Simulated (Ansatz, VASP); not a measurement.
## Two plane-wave programs on Zr

```
Zr
1.0
     5.36343    0.00000    0.00000
    -2.68171    4.64487    0.00000
     0.00000    0.00000    3.28802
Zr
3
Direct
  0.00000 0.00000 0.00000
  0.33333 0.66667 0.50000
  0.66667 0.33333 0.50000
```

Alike in both runs: task relaxation of cell and atoms; functional PBEsol; k mesh 6 × 6 × 6; occupations gaussian, width 0.1 eV; no spin polarisation.

|  | VASP | Ansatz |
| --- | --- | --- |
| version | VASP 6.6.1 | Ansatz 0.2.0 |
| potentials or method | VASP PAW PBE potentials, release 64 (Zr_sv), cutoff 600 eV | scalar-relativistic, plane waves, PAW |
| valence electrons in the cell | 36 | 36 |

```tsv
	VASP	Ansatz	Ansatz less VASP
gap on the k mesh at the Fermi level, each at its own relaxed structure (eV)	none	none	-
relaxed volume (Å³/atom)	22.22	22.24	+0.018
relaxed length of the cell vector where the two differ most in proportion (Å)	4.967	4.970	+0.0024
```

VASP's potentials were made for PBE, not for PBEsol. A gap of «none» marks a metal or a gap that the smearing closes.

Noted on VASP's run: the volume moved by over 15 % at a fixed basis, so the end points are rough.
